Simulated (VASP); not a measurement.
# Sr2Ir (Fm-3m) in VASP: a series of runs

Sr2Ir is run at these levels: LDA; tasks: single point.

Everything below comes from runs of VASP 6.6.1. Logs are shortened: lines on timing, memory, paths and dates and some standing lists are left out, and cuts for length are marked.

### Step 1. The cell of the first run

It takes space group Fm-3m (No. 225, cubic). The conventional cell has a = 7.077 Å, b = 7.077 Å, c = 7.077 Å, α = 90.00°, β = 90.00°, γ = 90.00°. Sr (site symmetry -43m) has 4 Ir at 3.06 Å and 6 Sr at 3.54 Å within 4.0 Å. Ir (site symmetry m-3m) has 8 Sr at 3.06 Å within 4.0 Å.

### Step 2. Single point, LDA

INCAR

```
ALGO     = Normal         # electronic algorithm
EDIFF    = 1E-6           # SCF threshold, eV
ENCUT    = 520            # plane-wave cutoff, eV
GGA      = CA             # functional
ISIF     = 2              # what is computed and relaxed
ISMEAR   = 1              # smearing method
LASPH    = True           # aspherical terms in the spheres
LCHARG   = True           # write CHGCAR
LELF     = True           # ELF
LREAL    = False          # projectors in reciprocal space
LVHAR    = True         
LWAVE    = False          # write WAVECAR
NBANDS   = 22             # bands
NELM     = 80             # most SCF steps
PREC     = Accurate       # precision mode
SIGMA    = 0.15           # smearing width, eV
```

KPOINTS

```
k-points
0
Gamma
  7 7 7
```

POSCAR

```
Sr2Ir
1.0
    0.0000000000      3.5384881548      3.5384881548
    3.5384881548      0.0000000000      3.5384881548
    3.5384881548      3.5384881548      0.0000000000
Sr Ir
2 1
Direct
    0.7500000000      0.7500000000      0.7500000000
    0.2500000000      0.2500000000      0.2500000000
    0.0000000000      0.0000000000      0.0000000000
```

Potentials or basis: VASP PAW LDA potentials, release 64 (Sr_sv, Ir).

Command:

```bash
$ cat potpaw_LDA.64/Sr_sv/POTCAR potpaw_LDA.64/Ir/POTCAR > POTCAR
$ mpirun -np 1 vasp_std > vasp.out
```

OUTCAR:

```text
EDIFF = 1E-6
   ENCUT = 520
   GGA = CA
   ISIF = 2
   ISMEAR = 1
   LASPH = True
   LREAL = False
   NELM = 80
   PREC = Accurate

 ion  position               nearest neighbor table
   1  0.750  0.750  0.750-   3 3.06   3 3.06   3 3.06   3 3.06   2 3.54   2 3.54   2 3.54   2 3.54
                             2 3.54   2 3.54
   2  0.250  0.250  0.250-   3 3.06   3 3.06   3 3.06   3 3.06   1 3.54   1 3.54   1 3.54   1 3.54
                             1 3.54   1 3.54
   3  0.000  0.000  0.000-   1 3.06   1 3.06   2 3.06   2 3.06   1 3.06   1 3.06   2 3.06   2 3.06

  LATTYP: Found a face centered cubic cell.
 ALAT       =     7.0769763096

  Lattice vectors:

 A1 = (   0.0000000000,   3.5384881548,   3.5384881548)
 A2 = (   3.5384881548,   0.0000000000,   3.5384881548)
 A3 = (   3.5384881548,   3.5384881548,   0.0000000000)

Analysis of symmetry for initial positions (statically):
=====================================================================
 Subroutine PRICEL returns:
 Original cell was already a primitive cell.

 Routine SETGRP: Setting up the symmetry group for a
 face centered cubic supercell.

 Subroutine GETGRP returns: Found 48 space group operations
 (whereof 48 operations were pure point group operations)
 out of a pool of 48 trial point group operations.

The static configuration has the point symmetry O_h .

Analysis of symmetry for dynamics (positions and initial velocities):
=====================================================================
 Subroutine PRICEL returns:
 Original cell was already a primitive cell.

 Routine SETGRP: Setting up the symmetry group for a
 face centered cubic supercell.

 Subroutine GETGRP returns: Found 48 space group operations
 (whereof 48 operations were pure point group operations)
 out of a pool of 48 trial point group operations.

The dynamic configuration has the point symmetry O_h .

 Subroutine INISYM returns: Found 48 space group operations
 (whereof 48 operations are pure point group operations),
 and found     1 'primitive' translations

----------------------------------------------------------------------------------------

                                     Primitive cell

  volume of cell :      88.6101
[... 80 lines left out ...]
   ISPIN  =      1    spin polarized calculation?
   LNONCOLLINEAR =      F non collinear calculations
   LSORBIT =      F    spin-orbit coupling
   LASPH  =      T    aspherical Exc in radial PAW
   ENCUT  =  520.0 eV  38.22 Ry    6.18 a.u.   9.30  9.30  9.30*2*pi/ulx,y,z
   NELM   =     80;   NELMIN=  2; NELMDL= -5     # of ELM steps
   EDIFF  = 0.1E-05   stopping-criterion for ELM
   LREAL  =      F    real-space projection
   EDIFFG = 0.1E-04   stopping-criterion for IOM
   NSW    =      0    number of steps for IOM
   IBRION =     -1    ionic relax: 0-MD 1-quasi-New 2-CG
   NFREE  =      0    steps in history (QN), initial steepest desc. (CG)
   ISIF   =      2    stress and relaxation
   ISYM   =      2    0-nonsym 1-usesym 2-fastsym
   POTIM  = 0.5000    time-step for ionic-motion
   TEBEG  =    0.0;   TEEND  =   0.0 temperature during run
   PSTRESS=    0.0 pullay stress
   NELECT =      29.0000    total number of electrons
   NUPDOWN=      -1.0000    fix difference up-down
   EMIN   =  10.00;   EMAX   =-10.00  energy-range for DOS
   EFERMI =   0.00;   METHOD = LEGACY
   ISMEAR =     1;   SIGMA  =   0.15  broadening in eV -4-tet -1-fermi 0-gaus
   EFERMI_NEDOS =   21; number of points for ismear=-14 and -15
   IALGO  =     38    algorithm
   IMIX   =      4    mixing-type and parameters
     AMIX     =   0.40;   BMIX     =  1.00
     AMIX_MAG =   1.60;   BMIX_MAG =  1.00
  volume/ion in A,a.u.               =      29.54       199.32
  Fermi-wavevector in a.u.,A,eV,Ry     =   1.128184  2.131958 17.317469  1.272798
  Thomas-Fermi vector in A             =   2.264873
   LORBIT       =      0    0 simple, 1 ext, 2 COOP (PROOUT), +10 PAW based schemes
   GGA     = CA    functional components
   LHFCALC =     F    Hartree Fock is set to
   AEXX    =    0.0000 exact exchange contribution
   IVDW    =     0    specifies the selected vdW correction
   LEPSILON=     F    determine dielectric tensor
   LRPA    =     F    only Hartree local field effects (RPA)
 non-spin polarized calculation
 Methfessel and Paxton  Order N= 1 SIGMA  =   0.15
  energy-cutoff  :      520.00
  volume of cell :       88.61
 maximum number of plane-waves:      2421
 NGX is ok and might be reduce to    40
   NGX = 19   NGY = 19   NGZ = 19

 number of electron      29.0000001 magnetization

 Free energy of the ion-electron system (eV)
  ---------------------------------------------------
  ext. energy  EPLUGINS =         0.00000000
  ---------------------------------------------------
  free energy    TOTEN  =       -14.44329850 eV

  energy without entropy =      -14.44225320  energy(sigma->0) =      -14.44295006

 E-fermi :   2.9775     XC(G=0):  -9.6706

 val. band max:        2.9669205352   @ k =   0.4286   0.2857   0.1429
 cond. band min:       3.0044839448   @ k =  -0.2857   0.1429   0.0000
 fundamental gap:      0.0375634096
 Fermi energy:         2.9775492977

 k-point     1 :       0.0000    0.0000    0.0000
  band No.  band energies     occupation
      1     -31.7741      2.00000
      2     -31.6097      2.00000
      3     -14.1578      2.00000
      4     -14.1578      2.00000
      5     -14.1578      2.00000
      6     -13.6529      2.00000
[... 489 lines left out ...]
     21       7.5604      0.00000
     22       8.3760      0.00000

------------------------ aborting loop because EDIFF is reached ----------------------------------------

  FORCE on cell =-STRESS in cart. coord.  units (eV):
  Direction    XX          YY          ZZ          XY          YZ          ZX
  --------------------------------------------------------------------------------------
  -------------------------------------------------------------------------------------
  Total       -0.3715609     -0.3715609     -0.3715609      0.0000000      0.0000000     -0.0000000
  in kB       -6.7182686     -6.7182686     -6.7182686      0.0000000      0.0000000     -0.0000000
  external PRESSURE =      -6.7182686 kB  Pullay stress =       0.0000000 kB

 VOLUME and BASIS-vectors are now :
 -----------------------------------------------------------------------------
  energy-cutoff  :      520.00
  volume of cell :       88.61
      direct lattice vectors                 reciprocal lattice vectors
     0.000000000  3.538488155  3.538488155    -0.141303285  0.141303285  0.141303285
     3.538488155  0.000000000  3.538488155     0.141303285 -0.141303285  0.141303285
     3.538488155  3.538488155  0.000000000     0.141303285  0.141303285 -0.141303285

 POSITION                                       TOTAL-FORCE (eV/Angst)
 -----------------------------------------------------------------------------------
      5.30773      5.30773      5.30773         0.000000      0.000000      0.000000
      1.76924      1.76924      1.76924        -0.000000     -0.000000     -0.000000
      0.00000      0.00000      0.00000         0.000000      0.000000      0.000000
 -----------------------------------------------------------------------------------
    total drift:                               -0.000000     -0.000000      0.000000

  FREE ENERGIE OF THE ION-ELECTRON SYSTEM (eV)
  ---------------------------------------------------
  free  energy   TOTEN  =       -14.4432984975 eV

  energy  without entropy=      -14.4422531985  energy(sigma->0) =      -14.44295006
```

OSZICAR:

```text
N       E                     dE             d eps       ncg     rms          rms(c)
DAV:   1     0.204420306117E+03    0.20442E+03   -0.13224E+04   880   0.118E+03
DAV:   2     0.272887692763E+01   -0.20169E+03   -0.18399E+03   888   0.306E+02
DAV:   3    -0.136165050048E+02   -0.16345E+02   -0.15923E+02  1352   0.762E+01
DAV:   4    -0.148759735960E+02   -0.12595E+01   -0.12469E+01  1418   0.171E+01
DAV:   5    -0.149007078864E+02   -0.24734E-01   -0.24729E-01  1186   0.208E+00    0.263E+01
DAV:   6    -0.145989751368E+02    0.30173E+00   -0.77019E-01  1402   0.360E+00    0.178E+01
DAV:   7    -0.146666514285E+02   -0.67676E-01   -0.21899E+00  1344   0.931E+00    0.333E+00
DAV:   8    -0.144406246095E+02    0.22603E+00   -0.95687E-01  1206   0.488E+00    0.936E-01
DAV:   9    -0.144432811543E+02   -0.26565E-02   -0.28849E-02  1310   0.623E-01    0.650E-01
DAV:  10    -0.144434843577E+02   -0.20320E-03   -0.23625E-03  1084   0.256E-01    0.228E-01
DAV:  11    -0.144432956344E+02    0.18872E-03   -0.78321E-04  1340   0.146E-01    0.565E-02
DAV:  12    -0.144433012323E+02   -0.55979E-05   -0.26248E-05  1212   0.265E-02    0.161E-02
DAV:  13    -0.144432985237E+02    0.27086E-05   -0.21553E-05  1066   0.202E-02    0.432E-03
DAV:  14    -0.144432984975E+02    0.26220E-07   -0.18688E-06   750   0.785E-03
   1 F= -.14443298E+02 E0= -.14442950E+02  d E =-.104530E-02
```

stdout:

```text
POSCAR found type information on POSCAR SrIr
 POSCAR found :  2 types and       3 ions
 scaLAPACK will be used
 LDA part: xc-table for (Slater(with rela. corr.)+CA(PZ))
 , standard interpolation
 POSCAR, INCAR and KPOINTS ok, starting setup
 FFT: planning ... GRIDC
 FFT: planning ... GRID_SOFT
 FFT: planning ... GRID
 WAVECAR not read
 entering main loop
```

Wall time 20 s (1 thread of Intel Xeon 6975P-C (Granite Rapids), shared host); peak memory 0.21 GiB.

What came out:

```
Free energy : -14.4433 eV
Pressure    : -0.7 GPa
```

Caveat: spin-orbit coupling is left out, which moves the levels of the heavy elements.

### Step 3. Single point, LDA

This run uses another cell than the first one, of 30.48 Å³/atom, 1.032 times its volume.

INCAR

```
ALGO = Normal
EDIFF = 1E-7
ENCUT = 520
ISIF = 2
ISMEAR = 1
LASPH = T
LCHARG = T
LELF = T
LREAL = F
LVHAR = T
LWAVE = F
NBANDS = 22
NELM = 100
PREC = Accurate
SIGMA = 0.15
```

KPOINTS is that of step 2.

POSCAR

```
Sr2Ir
1.0
    0.0000000000      3.5757381359      3.5757381359
    3.5757381359      0.0000000000      3.5757381359
    3.5757381359      3.5757381359      0.0000000000
Sr Ir
2 1
Direct
    0.7500000000      0.7500000000      0.7500000000
    0.2500000000      0.2500000000      0.2500000000
    0.0000000000      0.0000000000      0.0000000000
```

Potentials or basis: VASP PAW LDA potentials, release 64 (Sr_sv, Ir).

Command:

```bash
$ cat potpaw_LDA.64/Sr_sv/POTCAR potpaw_LDA.64/Ir/POTCAR > POTCAR
$ mpirun -np 1 vasp_std > vasp.out
```

Wall time 21 s (1 thread of Intel Xeon 6975P-C (Granite Rapids), shared host); peak memory 0.2 GiB.

Results (log left out):

- Free energy: -14.4196 eV
- Pressure: -2.0 GPa

Levels at points of the mesh, in eV from the Fermi level:
```tsv
k point	band 13	band 14	band 15	band 16	band 17	band 18
(0.00, 0.00, 0.00)	-1.02	-1.02	0.63	0.63	0.63	3.24
```

Caveat: spin-orbit coupling is left out, which moves the levels of the heavy elements.
